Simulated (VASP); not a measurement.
A run of VASP 6.6.1 is set up as follows.

The input INCAR:

```
PREC = Accurate ; ENCUT = 520
EDIFF = 1E-7 ; ISMEAR = 0
SIGMA = 0.05 ; LREAL = F
LASPH = T ; NELM = 100
ALGO = Normal ; ISIF = 2
LWAVE = F ; LCHARG = F
GGA = PE ; NBANDS = 15
```

The input KPOINTS:

```
regular mesh
0
Gamma
  8 8 8
```

Contents of POSCAR:

```
KF
1.0
    0.0000000000      2.8071750000      2.7403375000
    2.8071750000      0.0000000000      2.7403375000
    2.8071750000      2.8071750000      0.0000000000
K F
1 1
Direct
    0.0000000000      0.0000000000      0.0000000000
    0.5000000000      0.5000000000      0.5000000000
```

Potentials or basis: VASP PAW PBE potentials, release 64 (K_sv, F).

Command:

```bash
$ cat potpaw_PBE.64/K_sv/POTCAR potpaw_PBE.64/F/POTCAR > POTCAR
$ mpirun -np 1 vasp_std > vasp.out
```

Predict the band gap on the k mesh.

5.54 eV.

Estimate the pressure.

-1.9 GPa.

Stress tensor (GPa, compression positive):
```
-2.16  0.00  0.00
 0.00 -2.16  0.00
 0.00  0.00 -1.47
```

Caveat: the cell differs from its parent crystal (strain +0.050 along x and y, +0.025 along z). A k mesh can miss the band edges.
